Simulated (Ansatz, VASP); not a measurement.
**AlGa2As3: VASP beside Ansatz**

```
Al Ga As
1.0
    -1.94219    1.94219    8.24001
     1.94219   -1.94219    8.24001
     1.94219    1.94219   -8.24001
Al Ga As
1 2 3
Cartesian
  0.0000 0.0000 8.2400
  0.0000 0.0000 13.7334
  0.0000 0.0000 2.7467
  0.0000 1.9422 1.3733
  1.9422 0.0000 4.1200
  0.0000 1.9422 6.8667
```

Alike in both runs: task relaxation of cell and atoms; functional PBE; k mesh 6 × 6 × 6; occupations gaussian, width 0.1 eV; no spin polarisation.

|  | VASP | Ansatz |
| --- | --- | --- |
| version | VASP 6.6.1 | Ansatz 0.2.0 |
| potentials or method | VASP PAW PBE potentials, release 64 (Al, Ga_d, As), cutoff 600 eV | scalar-relativistic, plane waves, PAW |
| valence electrons in the cell | 44 | 74 |

Ansatz gave:

```
gap on the k mesh at the Fermi level, each at its own relaxed structure (eV) : 0.65
relaxed volume (Å³/atom)                                                     : 23.63
relaxed cell length with the largest relative difference (Å)                 : 9.053
```

Problem. What did VASP give for the same quantities?

Solution. gap on the k mesh at the Fermi level, each at its own relaxed structure (eV): 0.63; relaxed volume (Å³/atom): 23.69; relaxed cell length with the largest relative difference (Å): 9.071.

VASP's potentials hold 44 valence electrons a cell and Ansatz's 74, so a difference there can come from the potentials and not from the codes.
